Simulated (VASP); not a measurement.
Wanted: the native input for a VASP 6.6.1 run.

```yaml
Task: single point
Functional: PBE
Potentials_or_basis: VASP PAW PBE potentials, release 64 (Si, Mo_sv)
Cutoff: 400 eV
k_mesh: 1 × 1 × 1, shifted
Occupations: fermi-dirac, width 0.1069 eV
Spin: no spin polarisation
Dipole_correction: no
Further_INCAR_settings: LREAL = Auto; ALGO = Normal; EDIFF = 1e-06; NBANDS = 111; ISYM = -1
```

The structure of Si5Mo3 lies in POSCAR:

```
Si5Mo3
1.0
    7.4574090000      0.0809830000      0.1775480000
    0.0809830000      6.8034930000      0.1053960000
    0.1775480000      0.1053960000      7.5398230000
Si Mo
15 9
Direct
    0.8984281533      1.0254777700      0.8578386553
    0.5724365518      0.1371429626      0.3446068582
    0.7682463532      0.5375307571      0.5501097048
    0.4745515289      0.3174389426      0.7221314785
    0.3009111181      0.7958920905      0.4665836307
    0.0942180303      0.2665981035      0.9645205734
    0.1458601345      0.8896366291      0.1125491517
    0.6186035713      0.8107574768      0.5368496818
    0.3282558869      0.8166563122      0.8605578029
    0.1546532995      0.1218682551      0.6477844625
    0.7601377620      0.4059173846      0.8594318450
    0.5869738251      0.6668028009      0.2363553658
    0.1373348131      0.5560748848      0.2347112671
    0.5129581388      0.0940039073      0.0381341409
    0.3834573552      0.4147812225      0.4254367287
    0.7913077762      0.1618808714      0.5540736554
    0.8164480432      0.9193208965      0.1738045492
    0.6461940529      0.7596319789      0.8552356423
    0.0352370575      0.6369835474      0.9511963627
    0.4225852369      0.4575808860      0.0205171449
    0.8301537382      0.3784517913      0.2489235568
    0.2137008229      0.1505427759      0.2923274512
    0.1231053189      0.4981603296      0.6198930387
    0.9825677163      0.8598971475      0.5431467486
```

These files were run (other wordings do the same):

INCAR

```
SYSTEM = Si5Mo3
PREC     = Accurate       ! precision mode
ENCUT    = 400            ! plane-wave cutoff, eV
EDIFF    = 1E-6           ! SCF threshold, eV
ISMEAR   = -1             ! smearing method
SIGMA    = 0.1069         ! smearing width, eV
LREAL    = Auto         
LASPH    = .True.         ! aspherical terms in the spheres
NELM     = 120            ! most SCF steps
ALGO     = Normal         ! electronic algorithm
ISIF     = 2              ! what is computed and relaxed
LWAVE    = .False.        ! write WAVECAR
LCHARG   = .False.        ! write CHGCAR
GGA      = PE             ! functional
NBANDS   = 111            ! bands
ISYM     = -1           
GGA_COMPAT= .False.
```

KPOINTS

```
explicit points
1
Reciprocal
  0.25000000   0.25000000   0.25000000 1
```

Potentials or basis: VASP PAW PBE potentials, release 64 (Si, Mo_sv).

Run with:

```bash
$ cat potpaw_PBE.64/Si/POTCAR potpaw_PBE.64/Mo_sv/POTCAR > POTCAR
$ mpirun -np 1 vasp_std > vasp.out
```

It gave:

* Pressure: -3.9 GPa
* Largest force: 3.792 eV/Å

Caveat: the atoms stand as in a frame of molecular dynamics.

It took 100 s on 1 thread of Intel Xeon 8259CL, on a shared host, peak memory 0.33 GiB.
